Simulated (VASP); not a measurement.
Input of a VASP 6.6.1 run:

POSCAR

```
GaP
1.0
    3.4897512546      0.0000000000      0.0000000000
    0.0000000000      3.4897512546      0.0000000000
    0.0000000000      0.0000000000      3.0093682001
Ga P
1 1
Direct
    0.0000000000      0.0000000000      0.0000000000
    0.5000000000      0.5000000000      0.5000000000
```

INCAR.step1

```
  ALGO = Normal
  EDIFF = 1E-5
  ENCUT = 520
  GGA = PE
  ISIF = 2
  ISMEAR = -1
  LASPH = T
  LCHARG = F
  LREAL = F
  LWAVE = T
  NBANDS = 16
  NELM = 100
  PREC = Accurate
  SIGMA = 0.05
```

INCAR.step2

```
  AEXX = 1.0
  AGGAC = 0.0
  ALDAC = 0.0
  ALGO = Normal
  EDIFF = 1E-6
  ENCUT = 520
  GGA = PE
  ISIF = 2
  ISMEAR = -1
  ISTART = 1
  LASPH = T
  LCHARG = F
  LHFCALC = T
  LREAL = F
  LWAVE = F
  NBANDS = 16
  NELM = 100
  PREC = Accurate
  PRECFOCK = Normal
  SIGMA = 0.05
```

The input KPOINTS:

```
k-points
0
Gamma
  4 4 5
```

Potentials or basis: VASP PAW PBE potentials, release 64 (Ga_d, P).

The run is started by

```sh
$ cat potpaw_PBE.64/Ga_d/POTCAR potpaw_PBE.64/P/POTCAR > POTCAR
$ cp INCAR.step1 INCAR
$ mpirun -np 1 vasp_std > vasp.out
$ cp INCAR.step2 INCAR
$ mpirun -np 1 vasp_std > vasp.out
```

Q: What does it give for the pressure?

A: -1.5 GPa.

Q: Estimate the band gap on the k mesh.

A: Zero (band 9 reaches 12.60 eV, above the bottom of band 10 at 2.27 eV).

Stress tensor (GPa, compression positive):
```
-5.53  0.00  0.00
 0.00 -5.53  0.00
 0.00  0.00  6.55
```

Caveat: the k points lie up to 0.45 Å⁻¹ apart; the PAW data sets were made with another functional, which shifts forces and pressure a little.
